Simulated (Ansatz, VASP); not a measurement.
**ReSb: VASP beside Ansatz**

The input INCAR:

```
PREC = Accurate ; ENCUT = 520
EDIFF = 1E-6 ; ISMEAR = -1
SIGMA = 0.08 ; LREAL = F
LASPH = T ; NELM = 80
ALGO = Normal ; ISIF = 2
LWAVE = F ; LCHARG = F
NBANDS = 13
```

File KPOINTS:

```
Automatic mesh
0
Gamma
  12 12 12
```

Contents of POSCAR:

```
ReSb
1.0
    0.0000000000      2.1314107071      2.1314107071
    2.1314107071      0.0000000000      2.1314107071
    2.1314107071      2.1314107071      0.0000000000
Re Sb
1 1
Direct
    0.0000000000      0.0000000000      0.0000000000
    0.5000000000      0.5000000000      0.5000000000
```

Input for Ansatz:

```yaml
crystal:
  lattice:
    - [0.0, 2.1314107071, 2.1314107071]
    - [2.1314107071, 0.0, 2.1314107071]
    - [2.1314107071, 2.1314107071, 0.0]
  atoms:
    - { symbol: Re, position: [0.0, 0.0, 0.0] }
    - { symbol: Sb, position: [0.5, 0.5, 0.5] }
kpoints:
  mp_grid: { grid: [12, 12, 12] }
scf:
  occupations: { method: fermi_dirac, width: 0.08 }
hamiltonian:
  xc: lda
  pseudopotentials: { kind: paw }
output:
  forces: true
  stress: true
  eigenvalues: true
  populations: true
  write_density: true
  write_potential: true
  elf: true
  volumetric_format: npy
```

Change from the starting cell: volume scaled by 0.5, PAW files.

Alike in both runs: task single point; functional LDA; k mesh 12 × 12 × 12; occupations fermi-dirac, width 0.08 eV; no spin polarisation.

|  | VASP | Ansatz |
| --- | --- | --- |
| version | VASP 6.6.1 | Ansatz 0.2.0 |
| potentials or method | VASP PAW LDA potentials, release 64 (Re, Sb) | PAW with Ansatz's default frozen-core files, scalar-relativistic |
| plane-wave cutoff (eV) | 520 | 420 |
| valence electrons in the cell | 12 | 30 |

Ansatz gave:

* pressure (GPa): 548.9

Task: What did VASP give for the same quantities?

Result: Pressure (GPa): 549.2.

LDA's correlation is that of Perdew and Zunger in VASP and of Perdew and Wang (1992) in Ansatz. Both programs put the cell under a high pressure, so it lies far from rest at this level. VASP's potentials hold 12 valence electrons a cell and Ansatz's 30, so a difference there can come from the potentials and not from the codes.

Neither program's run includes spin-orbit coupling. Noted on VASP's run: the cell as given lies far from equilibrium.
